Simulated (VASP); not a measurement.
Crystal: SnH2.

```
Sn H
1.0
     0.00000    2.14620    2.14620
     2.14620    0.00000    2.14620
     2.14620    2.14620    0.00000
Sn H
1 2
Direct
  0.00000 0.00000 0.00000
  0.25000 0.25000 0.25000
  0.75000 0.75000 0.75000
```

* Program: VASP 6.6.1
* Task: relaxation of cell and atoms
* Functional: PBEsol
* Potentials or basis: VASP PAW PBE potentials, release 64 (Sn_d, H)
* Cutoff: 600 eV
* k mesh: 8 × 8 × 8
* Occupations: fermi-dirac, width 0.03 eV
* Spin: no spin polarisation

At the start: pressure 117.2 GPa; volume 6.59 Å³/atom.

**Question.** How do energy, volume and symmetry change on relaxing?

**Answer.** Over 4 steps the energy falls by 1184.6 meV/atom and the volume is 12.12 Å³/atom (+83.8 %); space group Fm-3m (No. 225, to 0.1 Å) before and after.

Step by step:
```tsv
step	energy change (eV)	largest force (eV/Å)	pressure (GPa)	volume (Å³)
1	0.0000	0.0000	117.15	19.77
2	-3.5513	0.0000	-1.19	37.01
3	-3.5495	0.0000	1.67	35.46
4	-3.5539	0.0000	-0.04	36.35
```

Final structure:
```
Sn H
1.0
     0.00000    2.62914    2.62914
     2.62914    0.00000    2.62914
     2.62914    2.62914    0.00000
Sn H
1 2
Direct
  0.00000 0.00000 0.00000
  0.25000 0.25000 0.25000
  0.75000 0.75000 0.75000
```

Caveat: the volume moved by over 15 % at a fixed basis, so the end points are rough; the structure was generated, so it needn't be the stable form of SnH2; the PAW data sets were made with another functional, which shifts forces and pressure a little.
